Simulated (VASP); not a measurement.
Here is a VASP 6.6.1 calculation.

POSCAR

```
CsI
1.0
    4.6081712226      0.0000000000      0.0000000000
    0.0000000000      4.6081712226      0.0000000000
    0.0000000000      0.0000000000      4.6081712226
Cs I
1 1
Direct
    0.0000000000      0.0000000000      0.0000000000
    0.5000000000      0.5000000000      0.5000000000
```

The input INCAR.step1:

```
SYSTEM = CsI
  ALGO = Normal
  EDIFF = 1E-5
  ENCUT = 400
  GGA = PE
  GGA_COMPAT = .FALSE.
  ISIF = 2
  ISMEAR = 0
  LASPH = .TRUE.
  LCHARG = .FALSE.
  LREAL = .FALSE.
  LWAVE = .TRUE.
  NBANDS = 15
  NELM = 120
  PREC = Accurate
  SIGMA = 0.01
```

The input INCAR.step2:

```
SYSTEM = CsI
  ALGO = Normal
  EDIFF = 1E-6
  ENCUT = 400
  GGA = PE
  GGA_COMPAT = .FALSE.
  HFSCREEN = 0.2079
  ISIF = 2
  ISMEAR = 0
  ISTART = 1
  LASPH = .TRUE.
  LCHARG = .FALSE.
  LHFCALC = .TRUE.
  LREAL = .FALSE.
  LWAVE = .FALSE.
  NBANDS = 15
  NELM = 120
  PREC = Accurate
  PRECFOCK = Normal
  SIGMA = 0.01
```

Contents of KPOINTS:

```
k-points
0
G
  4 4 4
  0 0 0
```

Potentials or basis: VASP PAW PBE potentials, release 64 (Cs_sv, I).

Run with:

```sh
$ cat potpaw_PBE.64/Cs_sv/POTCAR potpaw_PBE.64/I/POTCAR > POTCAR
$ cp INCAR.step1 INCAR
$ mpirun -np 1 vasp_std > vasp.out
$ cp INCAR.step2 INCAR
$ mpirun -np 1 vasp_std > vasp.out
```

(1) Predict the pressure.

(2) Predict the band gap on the k mesh.

Answers

(1) 0.2 GPa.

(2) 4.78 eV (least direct gap 4.88 eV).

Caveat: the PAW data sets were made with another functional, which shifts forces and pressure a little; spin-orbit coupling is left out, which moves the levels of the heavy elements.
